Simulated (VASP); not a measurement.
# Al2BN3: single point with PBE

The system is Al2BN3.

```
CELL_PARAMETERS angstrom
3.32599 0.00000 0.00000
0.00000 3.32599 0.00000
0.00000 0.00000 6.18601
ATOMIC_POSITIONS crystal
Al 0.50000 0.50000 0.19957
Al 0.50000 0.50000 0.80043
B 0.00000 0.00000 0.00000
N 0.50000 0.50000 0.50000
N 0.50000 0.00000 0.50000
N 0.00000 0.50000 0.50000
```

The cell was generated, and may not be a known phase.

| Quantity | Value |
| --- | --- |
| Program | VASP 6.6.1 |
| Task | single point |
| Functional | PBE |
| Potentials or basis | VASP PAW PBE potentials, release 64 (Al, B, N) |
| Cutoff | 520 eV |
| k mesh | 6 × 6 × 4 |
| Occupations | gaussian, width 0.1 eV |
| Spin | collinear spin, ferromagnetic start |
| Starting moments | [0.0, 0.0, 0.0, 1.0, 1.0, 1.0] μB |

```json
{
 "Pressure": "-0.3 GPa",
 "Largest force": "0.027 eV/Å",
 "Band gap on the k mesh": "zero (filled and empty bands overlap)",
 "Net moment": "0.00 μB per cell",
 "Valence electrons inside the program's atomic spheres": "Al 0.69; B 1.49; N 3.69, 3.49 (each value once)"
}
```

Forces in eV/Å, atoms in the order of the input:
```
Al   0.000  0.000  0.027
Al   0.000  0.000 -0.027
B    0.000  0.000  0.000
N    0.000  0.000  0.000
N    0.000  0.000  0.000
N    0.000  0.000  0.000
```

Stress tensor (GPa, compression positive):
```
-0.44  0.00  0.00
 0.00 -0.44  0.00
 0.00  0.00 -0.08
```

Levels at points of the mesh, in eV from the Fermi level:
Spin up:
```tsv
k point	band 8	band 9	band 10	band 11	band 12	band 13	band 14	band 15	band 16	band 17
(0.00, 0.00, 0.00)	-2.61	-1.03	0.09	0.09	0.85	0.85	1.07	2.21	2.83	5.72
(0.50, 0.00, 0.00)	-4.37	-1.45	-1.33	-0.35	0.41	1.75	2.20	2.24	2.35	4.69
(0.50, 0.50, 0.00)	-3.47	-3.32	-3.32	-3.08	0.11	0.46	1.66	1.66	2.40	3.98
(0.00, 0.00, 0.50)	-3.90	-1.08	0.16	0.16	0.24	0.67	0.67	2.58	5.77	6.34
(0.50, 0.00, 0.50)	-2.95	-1.87	-1.44	-0.81	-0.26	-0.02	1.88	2.21	2.29	5.50
(0.50, 0.50, 0.50)	-4.41	-2.53	-1.74	-1.74	0.11	0.98	1.61	1.61	2.40	2.74
```
Spin down:
| k point | band 10 | band 11 | band 12 | band 13 | band 14 | band 15 |
| --- | --- | --- | --- | --- | --- | --- |
| (0.00, 0.00, 0.00) | 0.09 | 0.09 | 0.85 | 0.85 | 1.07 | 2.21 |
| (0.50, 0.00, 0.00) | -1.33 | -0.35 | 0.41 | 1.75 | 2.20 | 2.24 |
| (0.50, 0.50, 0.00) | -3.32 | -3.08 | 0.11 | 0.46 | 1.66 | 1.66 |
| (0.00, 0.00, 0.50) | 0.16 | 0.16 | 0.24 | 0.67 | 0.67 | 2.58 |
| (0.50, 0.00, 0.50) | -1.44 | -0.81 | -0.26 | -0.02 | 1.88 | 2.21 |
| (0.50, 0.50, 0.50) | -1.74 | -1.74 | 0.11 | 0.98 | 1.61 | 1.61 |

Wall time 65 s on 1 thread of AMD EPYC 9R45 96-Core Processor (Zen 5), with other jobs on the host, peak memory 0.22 GiB.
